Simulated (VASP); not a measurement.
# GaN (I4/mmm) in VASP: notebook

The runs below take GaN through single point, with r2SCAN.

Program: VASP 6.6.1. These are calculated values, not measurements. Logs are shortened: lines on timing, memory, paths and dates and some standing lists are left out, and cuts for length are marked.

## Step 1: The cell of the first run

The structure is tetragonal, space group I4/mmm (No. 139). The conventional cell has a = 3.390 Å, b = 3.390 Å, c = 3.389 Å, α = 90.00°, β = 90.00°, γ = 90.00°. Ga (site symmetry 4/mmm) has 2 N at 1.69 Å within 2.3 Å. Within 2.3 Å of N (site symmetry 4/mmm) lie 2 Ga at 1.69 Å.

## Step 2: Single point, r2SCAN

File POSCAR:

```
GaN
1.0
    0.0000000000      2.3968409079      1.6945665219
    2.3968409079      0.0000000000      1.6945665219
    2.3968409079      2.3968409079      0.0000000000
Ga N
1 1
Direct
    0.0000000000      0.0000000000      0.0000000000
    0.5000000000      0.5000000000      0.5000000000
```

File INCAR.step1:

```
SYSTEM = GaN
PREC = Accurate ; ENCUT = 520
ISMEAR = 0 ; SIGMA = 0.05
LREAL = .FALSE. ; LASPH = .TRUE.
NELM = 80 ; NBANDS = 16
GGA = PE ; ALGO = Normal
EDIFF = 1E-4 ; LWAVE = .TRUE.
LCHARG = .FALSE.
```

File INCAR.step2:

```
SYSTEM = GaN
PREC = Accurate ; ENCUT = 520
EDIFF = 1E-6 ; ISMEAR = 0
SIGMA = 0.05 ; LREAL = .FALSE.
LASPH = .TRUE. ; NELM = 80
ALGO = Normal ; ISIF = 2
LWAVE = .FALSE. ; LCHARG = .FALSE.
METAGGA = R2SCAN ; LMIXTAU = .TRUE.
NBANDS = 16 ; ISTART = 1
```

File KPOINTS:

```
regular mesh
0
G
  12 12 12
  0 0 0
```

Potentials or basis: VASP PAW PBE potentials, release 64 (Ga_d, N).

Started as:

```sh
$ cat potpaw_PBE.64/Ga_d/POTCAR potpaw_PBE.64/N/POTCAR > POTCAR
$ cp INCAR.step1 INCAR
$ mpirun -np 1 vasp_std > vasp.out
$ cp INCAR.step2 INCAR
$ mpirun -np 1 vasp_std > vasp.out
```

OUTCAR:

```text
SYSTEM = GaN
   PREC = Accurate
   ENCUT = 520
   EDIFF = 1E-6
   ISMEAR = 0
   LREAL = .FALSE.
   LASPH = .TRUE.
   NELM = 80
   ISIF = 2
   METAGGA = R2SCAN
   ISTART = 1

 ion  position               nearest neighbor table
   1  0.000  0.000  0.000-   2 1.69   2 1.69
   2  0.500  0.500  0.500-   1 1.69   1 1.69

  LATTYP: Found a body centered tetragonal cell.
 ALAT       =     3.3896449188
 C/A-ratio  =     0.9998489886

  Lattice vectors:

 A1 = (   0.0000000000,  -2.3968409079,  -1.6945665219)
 A2 = (   0.0000000000,   2.3968409079,  -1.6945665219)
 A3 = (   2.3968409079,   0.0000000000,   1.6945665219)

Analysis of symmetry for initial positions (statically):
=====================================================================
 Subroutine PRICEL returns:
 Original cell was already a primitive cell.

 Routine SETGRP: Setting up the symmetry group for a
 body centered tetragonal supercell.

 Subroutine GETGRP returns: Found 16 space group operations
 (whereof 16 operations were pure point group operations)
 out of a pool of 16 trial point group operations.

The static configuration has the point symmetry D_4h.

Analysis of symmetry for dynamics (positions and initial velocities):
=====================================================================
 Subroutine PRICEL returns:
 Original cell was already a primitive cell.

 Routine SETGRP: Setting up the symmetry group for a
 body centered tetragonal supercell.

 Subroutine GETGRP returns: Found 16 space group operations
 (whereof 16 operations were pure point group operations)
 out of a pool of 16 trial point group operations.

The dynamic configuration has the point symmetry D_4h.

 Subroutine INISYM returns: Found 16 space group operations
 (whereof 16 operations are pure point group operations),
 and found     1 'primitive' translations

----------------------------------------------------------------------------------------

                                     Primitive cell

  volume of cell :      19.4700

  direct lattice vectors                    reciprocal lattice vectors
     0.000000000  2.396840908  1.694566522    -0.208607922  0.208607922  0.295060709
     2.396840908  0.000000000  1.694566522     0.208607922 -0.208607922  0.295060709
     2.396840908  2.396840908  0.000000000     0.208607922  0.208607922 -0.295060709

  length of vectors
     2.935370851  2.935370851  3.389644919     0.417247351  0.417247351  0.417247351

  position of ions in fractional coordinates (direct lattice)
     0.000000000  0.000000000  0.000000000
     0.500000000  0.500000000  0.500000000

  ion indices of the primitive-cell ions
   primitive index   ion index
                 1           1
                 2           2

----------------------------------------------------------------------------------------

 KPOINTS: regular mesh

Automatic generation of k-mesh.
 Grid dimensions read from file:
 generate k-points for:   12   12   12

 Generating k-lattice:

  Cartesian coordinates                     Fractional coordinates (reciprocal lattice)
    -0.017383993  0.017383993  0.024588392     0.083333333  0.000000000  0.000000000
     0.017383993 -0.017383993  0.024588392     0.000000000  0.083333333  0.000000000
     0.017383993  0.017383993 -0.024588392     0.000000000  0.000000000  0.083333333

  Length of vectors
     0.034770613  0.034770613  0.034770613

  Shift w.r.t. Gamma in fractional coordinates (k-lattice)
     0.000000000  0.000000000  0.000000000

 Subroutine IBZKPT returns following result:
 ===========================================

 Found    163 irreducible k-points:

 Following reciprocal coordinates:
            Coordinates               Weight
  0.000000  0.000000  0.000000      1.000000
  0.083333 -0.000000  0.000000      8.000000
  0.166667  0.000000  0.000000      8.000000
  0.250000  0.000000  0.000000      8.000000
  0.333333  0.000000  0.000000      8.000000
  0.416667  0.000000  0.000000      8.000000
[... 16 lines left out ...]
  0.500000  0.166667  0.000000      8.000000
 -0.416667  0.166667  0.000000      8.000000
 [... further k-points ...]
   k-points           NKPTS =    163   k-points in BZ     NKDIM =    163   number of bands    NBANDS=     16
   number of dos      NEDOS =    301   number of ions     NIONS =      2
   total plane-waves  NPLWV =  16128
   dimension x,y,z NGX =    24 NGY =   24 NGZ =   28
   dimension x,y,z NGXF=    48 NGYF=   48 NGZF=   56
   ions per type =               1   1
   NGX,Y,Z   is equivalent  to a cutoff of  13.59, 13.59, 13.73 a.u.
   NGXF,Y,Z  is equivalent  to a cutoff of  27.18, 27.18, 27.47 a.u.
 SYSTEM =  GaN
   PREC   = accura    normal or accurate (medium, high low for compatibility)
   ISTART =      1    job   : 0-new  1-cont  2-samecut
   ICHARG =      0    charge: 1-file 2-atom 10-const
   ISPIN  =      1    spin polarized calculation?
   LNONCOLLINEAR =      F non collinear calculations
   LSORBIT =      F    spin-orbit coupling
   LASPH  =      T    aspherical Exc in radial PAW
   ENCUT  =  520.0 eV  38.22 Ry    6.18 a.u.   5.46  5.46  6.30*2*pi/ulx,y,z
   NELM   =     80;   NELMIN=  2; NELMDL=  0     # of ELM steps
   EDIFF  = 0.1E-05   stopping-criterion for ELM
   LREAL  =      F    real-space projection
   EDIFFG = 0.1E-04   stopping-criterion for IOM
   NSW    =      0    number of steps for IOM
   IBRION =     -1    ionic relax: 0-MD 1-quasi-New 2-CG
   NFREE  =      0    steps in history (QN), initial steepest desc. (CG)
   ISIF   =      2    stress and relaxation
   ISYM   =      2    0-nonsym 1-usesym 2-fastsym
   POTIM  = 0.5000    time-step for ionic-motion
   TEBEG  =    0.0;   TEEND  =   0.0 temperature during run
   PSTRESS=    0.0 pullay stress
   NELECT =      18.0000    total number of electrons
   NUPDOWN=      -1.0000    fix difference up-down
   EMIN   =  10.00;   EMAX   =-10.00  energy-range for DOS
   EFERMI =   0.00;   METHOD = LEGACY
   ISMEAR =     0;   SIGMA  =   0.05  broadening in eV -4-tet -1-fermi 0-gaus
   EFERMI_NEDOS =   21; number of points for ismear=-14 and -15
   IALGO  =     38    algorithm
   IMIX   =      4    mixing-type and parameters
     AMIX     =   0.40;   BMIX     =  1.00
     AMIX_MAG =   1.60;   BMIX_MAG =  1.00
  volume/ion in A,a.u.               =       9.74        65.70
  Fermi-wavevector in a.u.,A,eV,Ry     =   1.594814  3.013761 34.605481  2.543431
  Thomas-Fermi vector in A             =   2.692830
   LORBIT       =      0    0 simple, 1 ext, 2 COOP (PROOUT), +10 PAW based schemes
   METAGGA = R2SCAN    functional components
   LHFCALC =     F    Hartree Fock is set to
   AEXX    =    0.0000 exact exchange contribution
   IVDW    =     0    specifies the selected vdW correction
   LEPSILON=     F    determine dielectric tensor
   LRPA    =     F    only Hartree local field effects (RPA)
 non-spin polarized calculation
 Gauss-broadening in eV      SIGMA  =   0.05
  energy-cutoff  :      520.00
  volume of cell :       19.47
 maximum number of plane-waves:       543
 NGX is ok and might be reduce to    24

 number of electron      17.9999997 magnetization

 Free energy of the ion-electron system (eV)
  ---------------------------------------------------
  ext. energy  EPLUGINS =         0.00000000
  ---------------------------------------------------
  free energy    TOTEN  =       -19.76673500 eV

  energy without entropy =      -19.76673500  energy(sigma->0) =      -19.76673500

 E-fermi :   7.3728     XC(G=0): -13.7353

 val. band max:        7.1417766164   @ k =   0.0000   0.0000   0.0000
 cond. band min:       9.3291118752   @ k =   0.5000   0.5000   0.0000
 fundamental gap:      2.1873352587
 Fermi energy:         7.3727518873

 k-point     1 :       0.0000    0.0000    0.0000
  band No.  band energies     occupation
      1     -11.6727      2.00000
      2      -7.4572      2.00000
      3      -7.3439      2.00000
      4      -7.3436      2.00000
      5      -7.2585      2.00000
      6      -6.7625      2.00000
[... 8 lines left out ...]
     15      23.3314      0.00000
     16      25.7670      0.00000

 k-point     2 :       0.0833   -0.0000    0.0000
  band No.  band energies     occupation
      1     -11.5400      2.00000
      2      -7.4556      2.00000
      3      -7.3481      2.00000
      4      -7.3414      2.00000
      5      -7.2624      2.00000
      6      -6.7922      2.00000
[... 8 lines left out ...]
     15      24.6144      0.00000
     16      24.8541      0.00000

 k-point     3 :       0.1667    0.0000    0.0000
  band No.  band energies     occupation
      1     -11.1508      2.00000
      2      -7.4748      2.00000
      3      -7.3729      2.00000
      4      -7.3104      2.00000
      5      -7.2679      2.00000
      6      -6.8737      2.00000
[... 8 lines left out ...]
     15      24.9983      0.00000
     16      27.5718      0.00000

 k-point     4 :       0.2500    0.0000    0.0000
  band No.  band energies     occupation
      1     -10.5354      2.00000
      2      -7.5238      2.00000
      3      -7.4323      2.00000
      4      -7.2662      2.00000
      5      -7.2435      2.00000
      6      -6.9985      2.00000
[... 8 lines left out ...]
     15      26.1772      0.00000
     16      30.7032      0.00000
[... 324 lines left out ...]
 k-point    22 :       0.4167    0.1667    0.0000
  band No.  band energies     occupation
      1      -8.9142      2.00000
      2      -7.5123      2.00000
      3      -7.5051      2.00000
      4      -7.3548      2.00000
      5      -7.1847      2.00000
      6      -7.1319      2.00000
[... 8 lines left out ...]
     15      29.3393      0.00000
     16      32.0078      0.00000

 k-point    23 :       0.5000    0.1667    0.0000
  band No.  band energies     occupation
      1      -9.3596      2.00000
      2      -7.5189      2.00000
      3      -7.4856      2.00000
      4      -7.2814      2.00000
      5      -7.0947      2.00000
      6      -6.3604      2.00000
[... 8 lines left out ...]
     15      30.2969      0.00000
     16      31.7915      0.00000

 k-point    24 :      -0.4167    0.1667    0.0000
  band No.  band energies     occupation
      1      -9.8488      2.00000
      2      -7.5042      2.00000
      3      -7.4592      2.00000
      4      -7.2595      2.00000
      5      -7.1043      2.00000
      6      -5.8966      2.00000
[... 8 lines left out ...]
     15      29.3542      0.00000
     16      31.4553      0.00000

 [... further k-points ...]
[... 5 lines left out ...]
  --------------------------------------------------------------------------------------
  -------------------------------------------------------------------------------------
  Total        0.7146752      0.7146752     14.7152053      0.0000000      0.0000000     -0.0000000
  in kB       58.8101490     58.8101490   1210.9044423      0.0000000      0.0000000     -0.0000000
  external PRESSURE =     442.8415801 kB  Pullay stress =       0.0000000 kB

 VOLUME and BASIS-vectors are now :
 -----------------------------------------------------------------------------
  energy-cutoff  :      520.00
  volume of cell :       19.47
      direct lattice vectors                 reciprocal lattice vectors
     0.000000000  2.396840908  1.694566522    -0.208607922  0.208607922  0.295060709
     2.396840908  0.000000000  1.694566522     0.208607922 -0.208607922  0.295060709
     2.396840908  2.396840908  0.000000000     0.208607922  0.208607922 -0.295060709

 POSITION                                       TOTAL-FORCE (eV/Angst)
 -----------------------------------------------------------------------------------
      0.00000      0.00000      0.00000        -0.000000      0.000000      0.000000
      2.39684      2.39684      1.69457         0.000000     -0.000000      0.000000
 -----------------------------------------------------------------------------------
    total drift:                                0.000000     -0.000000     -0.000000

  FREE ENERGIE OF THE ION-ELECTRON SYSTEM (eV)
  ---------------------------------------------------
  free  energy   TOTEN  =       -19.7667350005 eV

  energy  without entropy=      -19.7667350005  energy(sigma->0) =      -19.76673500
```

Run time: 4.7 min. Hardware: 1 thread of Intel Xeon 8259CL, shared host; peak memory 0.19 GiB.

What came out:

```yaml
Free_energy: -19.7667 eV
Pressure: 44.3 GPa
Band_gap_on_the_k_mesh: 2.19 eV (least direct gap 3.50 eV)
```

Stress tensor (GPa, compression positive):
```
  5.88   0.00   0.00
  0.00   5.88   0.00
  0.00   0.00 121.09
```

Caveat: the stress differs along the axes, from 6 to 121 GPa; the PAW data sets were made with another functional, which shifts forces and pressure a little. A k mesh can miss the band edges.

## Step 3: Single point, r2SCAN

This run uses another cell than the first one, of the same volume but with other edges.

File POSCAR:

```
GaN
1.0
    0.0000000000      1.9023738893      2.6899566795
    1.9023738893      0.0000000000      2.6899566795
    1.9023738893      1.9023738893      0.0000000000
Ga N
1 1
Direct
    0.0000000000      0.0000000000      0.0000000000
    0.5000000000      0.5000000000      0.5000000000
```

Edit INCAR.step1 of step 2 so:

```diff
@@ -4,3 +4,3 @@
 LREAL = .FALSE. ; LASPH = .TRUE.
-NELM = 80 ; NBANDS = 16
+NELM = 100 ; NBANDS = 16
 GGA = PE ; ALGO = Normal
```

File INCAR.step2:

```
SYSTEM = GaN
PREC = Accurate ; ENCUT = 520
EDIFF = 1E-6 ; ISMEAR = 0
SIGMA = 0.05 ; LREAL = .FALSE.
LASPH = .TRUE. ; NELM = 100
ALGO = Normal ; ISIF = 2
LWAVE = .FALSE. ; LCHARG = .TRUE.
METAGGA = R2SCAN ; LMIXTAU = .TRUE.
LELF = .TRUE. ; LVHAR = .TRUE.
NBANDS = 16 ; ISTART = 1
```

File KPOINTS:

```
Automatic mesh
0
G
  12 12 12
  0 0 0
```

Potentials or basis: VASP PAW PBE potentials, release 64 (Ga_d, N).

Started as:

```sh
$ cat potpaw_PBE.64/Ga_d/POTCAR potpaw_PBE.64/N/POTCAR > POTCAR
$ cp INCAR.step1 INCAR
$ mpirun -np 1 vasp_std > vasp.out
$ cp INCAR.step2 INCAR
$ mpirun -np 1 vasp_std > vasp.out
```

Wall time 5.9 min (1 thread of Intel Xeon 8259CL, shared host); peak memory 0.19 GiB.

It converged, with:

```
Free energy            : -20.2042 eV
Pressure               : 34.0 GPa
Band gap on the k mesh : 0.45 eV (least direct gap 2.67 eV)
```

Stress tensor (GPa, compression positive):
```
54.87  0.00  0.00
 0.00 54.87  0.00
 0.00  0.00 -7.62
```

Levels at points of the mesh, in eV from the valence-band top:
| k point | band 6 | band 7 | band 8 | band 9 | band 10 | band 11 | band 12 | band 13 |
| --- | --- | --- | --- | --- | --- | --- | --- | --- |
| (0.00, 0.00, 0.00) | -14.93 | -2.23 | -2.23 | -1.81 | 2.14 | 10.74 | 13.34 | 13.79 |
| (0.50, 0.00, 0.00) | -14.90 | -9.28 | -2.11 | 0.00 | 2.67 | 9.66 | 9.70 | 12.87 |
| (0.50, 0.50, 0.00) | -14.00 | -8.21 | -2.90 | -2.90 | 3.95 | 9.08 | 10.73 | 17.83 |
| (0.50, 0.00, 0.50) | -10.85 | -8.02 | -6.71 | -2.25 | 0.45 | 7.44 | 9.43 | 12.73 |

Caveat: the stress differs along the axes, from -8 to 55 GPa; semilocal functionals underestimate gaps, and a narrow one can read as zero; the PAW data sets were made with another functional, which shifts forces and pressure a little. A k mesh can miss the band edges.
